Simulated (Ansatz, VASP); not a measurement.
# Two plane-wave programs on Al

```
Al
1.0
    -2.64725    2.64725    1.36643
     2.64725   -2.64725    1.36643
     2.64725    2.64725   -1.36643
Al
2
Direct
  0.00000 0.00000 0.00000
  0.75000 0.25000 0.50000
```

Alike in both runs: functional PBE; k mesh 8 × 8 × 8; occupations gaussian, width 0.1 eV; no spin polarisation.

Ansatz relaxed the structure, and its values are those at the end. VASP's run is a single point on that final structure, the one shown.

|  | VASP | Ansatz |
| --- | --- | --- |
| version | VASP 6.6.1 | Ansatz 0.2.0 |
| potentials or method | VASP PAW PBE potentials, release 64 (Al), cutoff 520 eV | scalar-relativistic, plane waves, PAW |
| valence electrons in the cell | 6 | 6 |

```tsv
	VASP	Ansatz	Ansatz less VASP
gap on the k mesh at the Fermi level (eV)	none	none	-
pressure (GPa)	0.1	0.1	+0.02
```

A gap of «none» marks a metal or a gap that the smearing closes.
